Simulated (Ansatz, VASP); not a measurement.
# Be3CdTe4: VASP beside Ansatz

```xyz
8
Lattice="5.9189 0.0000 0.0000 0.0000 5.9189 0.0000 -2.9595 -2.9595 5.8537" Properties=species:S:1:pos:R:3 pbc="T T T"
Be    2.9595    2.9595    0.0000
Be    0.0000    2.9595    2.9268
Be    2.9595    0.0000    2.9268
Cd    0.0000    0.0000    0.0000
Te    1.6276    1.6276    1.5810
Te   -1.3319    1.3319    4.2726
Te    4.2913    4.2913    1.5810
Te    1.3319   -1.3319    4.2726
```

Alike in both runs: task single point; functional PBE; k mesh 4 × 4 × 4; occupations gaussian, width 0.1 eV; no spin polarisation.

|  | VASP | Ansatz |
| --- | --- | --- |
| version | VASP 6.6.1 | Ansatz 0.2.0 |
| potentials or method | VASP PAW PBE potentials, release 64 (Be, Cd, Te), cutoff 520 eV | scalar-relativistic, plane waves, PAW |
| valence electrons in the cell | 42 | 90 |

```csv
,VASP,Ansatz,Ansatz less VASP
gap on the k mesh at the Fermi level (eV),2.05,2.06,+0.012
least direct gap on the mesh (eV),2.12,2.13,+0.011
pressure (GPa),0.1,0.0,-0.13
rms of the force components (eV/Å),0.004,0.000,-0.0033
```

Atom by atom the forces differ by 0.004 eV/Å (rms over components). VASP's potentials hold 42 valence electrons a cell and Ansatz's 90, so a difference there can come from the potentials and not from the codes.

Spin-orbit coupling is off throughout.
